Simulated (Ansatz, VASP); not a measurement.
One calculation of Sb, two programs

```
Sb
1.0
     3.20158    0.00000    0.00000
     0.00000    3.20158    0.00000
     0.00000    0.00000    3.20158
Sb
1
Direct
  0.00000 0.00000 0.00000
```

Change from the starting cell: volume scaled by 1.04, crystal datasets.

Alike in both runs: task electric field gradients; functional PBEsol; k mesh 12 × 12 × 12; occupations fermi-dirac, width 0.08 eV; no spin polarisation.

|  | VASP | Ansatz |
| --- | --- | --- |
| version | VASP 6.6.1 | Ansatz 0.2.0 |
| potentials or method | VASP PAW PBE potentials, release 64 (Sb), cutoff 520 eV | all-electron PAW with datasets made for the crystal, scalar-relativistic |

|  | VASP | Ansatz | Ansatz less VASP |
| --- | --- | --- | --- |
| pressure (GPa) | -6.0 | -6.0 | -0.01 |

VASP's potentials were made for PBE, not for PBEsol. Ansatz ran all-electron here, and VASP with PAW potentials.

Neither program's run includes spin-orbit coupling.
